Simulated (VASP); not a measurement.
# Y (P6_3/mmc) in VASP: notebook

The runs below take Y through single point, with PBE.

Everything below comes from runs of VASP 6.6.1. Logs are shortened: lines on timing, memory, paths and dates and some standing lists are left out, and cuts for length are marked.

**1. The cell of the first run**

It takes space group P6_3/mmc (No. 194, hexagonal). The conventional cell has a = 3.647 Å, b = 3.647 Å, c = 5.731 Å, α = 90.00°, β = 90.00°, γ = 120.00°. Y (site symmetry -6m2) has 12 Y at 3.56 to 3.65 Å within 4.7 Å.

**2. Single point, PBE**

Input file INCAR:

```
SYSTEM = Y
PREC = Accurate
ENCUT = 520
EDIFF = 1E-7
ISMEAR = 0
SIGMA = 0.1
LREAL = .FALSE.
LASPH = .TRUE.
NELM = 60
ALGO = Fast
ISIF = 2
LWAVE = .FALSE.
LCHARG = .FALSE.
GGA = PE
NBANDS = 18
```

Input file KPOINTS:

```
regular mesh
0
G
  6 6 4
  0 0 0
```

Input file POSCAR:

```
Y
1.0
    3.6474000000      0.0000000000      0.0000000000
   -1.8237000000      3.1587410578      0.0000000000
    0.0000000000      0.0000000000      5.7306000000
Y
2
Direct
    0.3333333333      0.6666666667      0.2500000000
    0.6666666667      0.3333333333      0.7500000000
```

Potentials or basis: VASP PAW PBE potentials, release 64 (Y_sv).

Launch:

```sh
$ cat potpaw_PBE.64/Y_sv/POTCAR > POTCAR
$ mpirun -np 1 vasp_std > vasp.out
```

OUTCAR:

```text
SYSTEM = Y
   PREC = Accurate
   ENCUT = 520
   EDIFF = 1E-7
   ISMEAR = 0
   LREAL = .FALSE.
   LASPH = .TRUE.
   NELM = 60
   ISIF = 2
   GGA = PE

 ion  position               nearest neighbor table
   1  0.333  0.667  0.250-   2 3.56   2 3.56   2 3.56   2 3.56   2 3.56   2 3.56
   2  0.667  0.333  0.750-   1 3.56   1 3.56   1 3.56   1 3.56   1 3.56   1 3.56

  LATTYP: Found a hexagonal cell.
 ALAT       =     3.6474000000
 C/A-ratio  =     1.5711465702

  Lattice vectors:

 A1 = (   3.6474000000,   0.0000000000,   0.0000000000)
 A2 = (  -1.8237000000,   3.1587410578,   0.0000000000)
 A3 = (   0.0000000000,   0.0000000000,   5.7306000000)

Analysis of symmetry for initial positions (statically):
=====================================================================
 Subroutine PRICEL returns:
 Original cell was already a primitive cell.

 Routine SETGRP: Setting up the symmetry group for a
 hexagonal supercell.

 Subroutine GETGRP returns: Found 24 space group operations
 (whereof 12 operations were pure point group operations)
 out of a pool of 24 trial point group operations.

The static configuration has the point symmetry D_3d.
 The point group associated with its full space group is D_6h.

Analysis of symmetry for dynamics (positions and initial velocities):
=====================================================================
 Subroutine PRICEL returns:
 Original cell was already a primitive cell.

 Routine SETGRP: Setting up the symmetry group for a
 hexagonal supercell.

 Subroutine GETGRP returns: Found 24 space group operations
 (whereof 12 operations were pure point group operations)
 out of a pool of 24 trial point group operations.

The dynamic configuration has the point symmetry D_3d.
 The point group associated with its full space group is D_6h.

 Subroutine INISYM returns: Found 24 space group operations
 (whereof 12 operations are pure point group operations),
 and found     1 'primitive' translations

----------------------------------------------------------------------------------------

                                     Primitive cell

  volume of cell :      66.0233

  direct lattice vectors                    reciprocal lattice vectors
     3.647400000  0.000000000  0.000000000     0.274167900  0.158290911  0.000000000
    -1.823700000  3.158741058  0.000000000     0.000000000  0.316581822  0.000000000
     0.000000000  0.000000000  5.730600000     0.000000000  0.000000000  0.174501797

  length of vectors
     3.647400000  3.647400000  5.730600000     0.316581822  0.316581822  0.174501797

  position of ions in fractional coordinates (direct lattice)
     0.333333333  0.666666667  0.250000000
     0.666666667  0.333333333  0.750000000

  ion indices of the primitive-cell ions
   primitive index   ion index
                 1           1
                 2           2

----------------------------------------------------------------------------------------

 KPOINTS: regular mesh

Automatic generation of k-mesh.
 Grid dimensions read from file:
 generate k-points for:    6    6    4

 Generating k-lattice:

  Cartesian coordinates                     Fractional coordinates (reciprocal lattice)
     0.045694650  0.026381819  0.000000000     0.166666667  0.000000000  0.000000000
     0.000000000  0.052763637  0.000000000     0.000000000  0.166666667  0.000000000
     0.000000000  0.000000000  0.043625449     0.000000000  0.000000000  0.250000000

  Length of vectors
     0.052763637  0.052763637  0.043625449

  Shift w.r.t. Gamma in fractional coordinates (k-lattice)
     0.000000000  0.000000000  0.000000000

 Subroutine IBZKPT returns following result:
 ===========================================

 Found     21 irreducible k-points:

 Following reciprocal coordinates:
            Coordinates               Weight
  0.000000  0.000000  0.000000      1.000000
  0.166667  0.000000  0.000000      6.000000
  0.333333  0.000000  0.000000      6.000000
  0.500000  0.000000  0.000000      3.000000
  0.166667  0.166667  0.000000      6.000000
  0.333333  0.166667  0.000000     12.000000
[... 13 lines left out ...]
  0.333333  0.166667  0.500000     12.000000
  0.333333  0.333333  0.500000      2.000000
   k-points           NKPTS =     21   k-points in BZ     NKDIM =     21   number of bands    NBANDS=     18
   number of dos      NEDOS =    301   number of ions     NIONS =      2
   total plane-waves  NPLWV =  37632
   dimension x,y,z NGX =    28 NGY =   28 NGZ =   48
   dimension x,y,z NGXF=    56 NGYF=   56 NGZF=   96
   ions per type =               2
   NGX,Y,Z   is equivalent  to a cutoff of  12.76, 12.76, 13.92 a.u.
   NGXF,Y,Z  is equivalent  to a cutoff of  25.52, 25.52, 27.85 a.u.
 SYSTEM =  Y
   PREC   = accura    normal or accurate (medium, high low for compatibility)
   ISTART =      0    job   : 0-new  1-cont  2-samecut
   ICHARG =      2    charge: 1-file 2-atom 10-const
   ISPIN  =      1    spin polarized calculation?
   LNONCOLLINEAR =      F non collinear calculations
   LSORBIT =      F    spin-orbit coupling
   LASPH  =      T    aspherical Exc in radial PAW
   ENCUT  =  520.0 eV  38.22 Ry    6.18 a.u.   6.78  6.78 10.66*2*pi/ulx,y,z
   NELM   =     60;   NELMIN=  2; NELMDL= -5     # of ELM steps
   EDIFF  = 0.1E-06   stopping-criterion for ELM
   LREAL  =      F    real-space projection
   EDIFFG = 0.1E-05   stopping-criterion for IOM
   NSW    =      0    number of steps for IOM
   IBRION =     -1    ionic relax: 0-MD 1-quasi-New 2-CG
   NFREE  =      0    steps in history (QN), initial steepest desc. (CG)
   ISIF   =      2    stress and relaxation
   ISYM   =      2    0-nonsym 1-usesym 2-fastsym
   POTIM  = 0.5000    time-step for ionic-motion
   TEBEG  =    0.0;   TEEND  =   0.0 temperature during run
   PSTRESS=    0.0 pullay stress
   NELECT =      22.0000    total number of electrons
   NUPDOWN=      -1.0000    fix difference up-down
   EMIN   =  10.00;   EMAX   =-10.00  energy-range for DOS
   EFERMI =   0.00;   METHOD = LEGACY
   ISMEAR =     0;   SIGMA  =   0.10  broadening in eV -4-tet -1-fermi 0-gaus
   EFERMI_NEDOS =   21; number of points for ismear=-14 and -15
   IALGO  =     68    algorithm
   IMIX   =      4    mixing-type and parameters
     AMIX     =   0.40;   BMIX     =  1.00
     AMIX_MAG =   1.60;   BMIX_MAG =  1.00
  volume/ion in A,a.u.               =      33.01       222.77
  Fermi-wavevector in a.u.,A,eV,Ry     =   1.134967  2.144777 17.526345  1.288150
  Thomas-Fermi vector in A             =   2.271671
   LORBIT       =      0    0 simple, 1 ext, 2 COOP (PROOUT), +10 PAW based schemes
   GGA     = PE    functional components
   LHFCALC =     F    Hartree Fock is set to
   AEXX    =    0.0000 exact exchange contribution
   IVDW    =     0    specifies the selected vdW correction
   LEPSILON=     F    determine dielectric tensor
   LRPA    =     F    only Hartree local field effects (RPA)
 non-spin polarized calculation
 RMM-DIIS sequential band-by-band and
 Gauss-broadening in eV      SIGMA  =   0.10
  energy-cutoff  :      520.00
  volume of cell :       66.02
 maximum number of plane-waves:      1806
 NGX is ok and might be reduce to    28
   NGX = 13   NGY = 13   NGZ = 21

 number of electron      22.0000001 magnetization

 Free energy of the ion-electron system (eV)
  ---------------------------------------------------
  ext. energy  EPLUGINS =         0.00000000
  ---------------------------------------------------
  free energy    TOTEN  =       -12.88825996 eV

  energy without entropy =      -12.86844760  energy(sigma->0) =      -12.87835378

 E-fermi :   3.0251     XC(G=0):  -9.4086

 val. band max:        2.9817899867   @ k =   0.3333   0.1667   0.2500
 cond. band min:       3.0403228923   @ k =   0.5000   0.0000   0.5000
 fundamental gap:      0.0585329056
 Fermi energy:         3.0250986893

 k-point     1 :       0.0000    0.0000    0.0000
  band No.  band energies     occupation
      1     -39.7331      2.00000
      2     -39.6620      2.00000
      3     -19.9943      2.00000
      4     -19.5358      2.00000
      5     -19.5358      2.00000
      6     -19.4488      2.00000
[... 10 lines left out ...]
     17       5.7582      0.00000
     18       5.7582      0.00000

 k-point     2 :       0.1667    0.0000    0.0000
  band No.  band energies     occupation
      1     -39.7204      2.00000
      2     -39.6577      2.00000
      3     -19.9476      2.00000
      4     -19.6276      2.00000
      5     -19.5663      2.00000
      6     -19.5437      2.00000
[... 10 lines left out ...]
     17       5.6542      0.00000
     18       5.8184      0.00000

 k-point     3 :       0.3333    0.0000    0.0000
  band No.  band energies     occupation
      1     -39.6923      2.00000
      2     -39.6514      2.00000
      3     -19.8336      2.00000
      4     -19.8126      2.00000
      5     -19.7214      2.00000
      6     -19.6231      2.00000
[... 10 lines left out ...]
     17       6.8057      0.00000
     18       7.1177      0.00000

 k-point     4 :       0.5000    0.0000    0.0000
  band No.  band energies     occupation
      1     -39.6749      2.00000
      2     -39.6516      2.00000
      3     -19.9051      2.00000
      4     -19.8052      2.00000
      5     -19.7484      2.00000
      6     -19.6502      2.00000
[... 312 lines left out ...]
      4     -19.8218      2.00000
      5     -19.5901      2.00000
      6     -19.5901      2.00000
[... 10 lines left out ...]
     17       7.1919      0.00000
     18       7.1952      0.00000

 k-point    20 :       0.3333    0.1667    0.5000
  band No.  band energies     occupation
      1     -39.6633      2.00000
      2     -39.6633      2.00000
      3     -19.9060      2.00000
      4     -19.9060      2.00000
      5     -19.6551      2.00000
      6     -19.6551      2.00000
[... 10 lines left out ...]
     17       7.7684      0.00000
     18       7.7691      0.00000

 k-point    21 :       0.3333    0.3333    0.5000
  band No.  band energies     occupation
      1     -39.6589      2.00000
      2     -39.6589      2.00000
      3     -19.8784      2.00000
      4     -19.8784      2.00000
      5     -19.7445      2.00000
      6     -19.7445      2.00000
[... 10 lines left out ...]
     17       7.4706      0.00000
     18       7.4706      0.00000

------------------------ aborting loop because EDIFF is reached ----------------------------------------

  FORCE on cell =-STRESS in cart. coord.  units (eV):
  Direction    XX          YY          ZZ          XY          YZ          ZX
  --------------------------------------------------------------------------------------
  -------------------------------------------------------------------------------------
  Total        0.0714920      0.0714920     -0.3654244      0.0000000      0.0000000      0.0000000
  in kB        1.7348846      1.7348846     -8.8676913      0.0000000      0.0000000      0.0000000
  external PRESSURE =      -1.7993074 kB  Pullay stress =       0.0000000 kB

 VOLUME and BASIS-vectors are now :
 -----------------------------------------------------------------------------
  energy-cutoff  :      520.00
  volume of cell :       66.02
      direct lattice vectors                 reciprocal lattice vectors
     3.647400000  0.000000000  0.000000000     0.274167900  0.158290911  0.000000000
    -1.823700000  3.158741058  0.000000000     0.000000000  0.316581822  0.000000000
     0.000000000  0.000000000  5.730600000     0.000000000  0.000000000  0.174501797

 POSITION                                       TOTAL-FORCE (eV/Angst)
 -----------------------------------------------------------------------------------
     -0.00000      2.10583      1.43265         0.000000      0.000000      0.000000
      1.82370      1.05291      4.29795        -0.000000     -0.000000      0.000000
 -----------------------------------------------------------------------------------
    total drift:                               -0.000000      0.000000     -0.000000

  FREE ENERGIE OF THE ION-ELECTRON SYSTEM (eV)
  ---------------------------------------------------
  free  energy   TOTEN  =       -12.8882599567 eV

  energy  without entropy=      -12.8684475951  energy(sigma->0) =      -12.87835378
```

Wall time 26 s (1 thread of Intel Xeon 6975P-C (Granite Rapids), shared host); peak memory 0.2 GiB.

What came out:

```yaml
Free_energy: -12.8883 eV
Pressure: -0.2 GPa
Band_gap_on_the_k_mesh: zero (band 11 reaches 3.92 eV, above the bottom of band 12 at 2.53 eV)
```

Stress tensor (GPa, compression positive):
```
 0.17  0.00  0.00
 0.00  0.17  0.00
 0.00  0.00 -0.89
```

[end of part 1 of 3]
